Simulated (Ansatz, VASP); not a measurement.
NiI3 in VASP and in Ansatz

```
CELL_PARAMETERS angstrom
5.15723 0.00000 0.00000
0.00000 5.15723 0.00000
0.00000 0.00000 5.15723
ATOMIC_POSITIONS crystal
Ni 0.00000 0.00000 0.00000
I 0.50000 0.00000 0.00000
I 0.00000 0.00000 0.50000
I 0.00000 0.50000 0.00000
```

Alike in both runs: task single point; functional PBEsol; k mesh 6 × 6 × 6; occupations gaussian, width 0.05 eV; collinear spin.

|  | VASP | Ansatz |
| --- | --- | --- |
| version | VASP 6.6.1 | Ansatz 0.2.0 |
| potentials or method | VASP PAW PBE potentials, release 64 (Ni, I), cutoff 520 eV | scalar-relativistic, plane waves, PAW |
| valence electrons in the cell | 31 | 69 |

VASP gave:

- gap on the k mesh at the Fermi level (eV): none
- pressure (GPa): 1.6
- net moment per atom (μB): 0.00

Question: Which values does Ansatz return?

Answer: gap on the k mesh at the Fermi level (eV): none; pressure (GPa): 1.7; net moment per atom (μB): 0.02.

VASP's potentials were made for PBE, not for PBEsol. A gap of «none» marks a metal or a gap that the smearing closes. With one functional, cell and mesh, what is left measures potentials, basis and numerics. VASP's potentials hold 31 valence electrons a cell and Ansatz's 69, so a difference there can come from the potentials and not from the codes.

Neither program's run includes spin-orbit coupling.
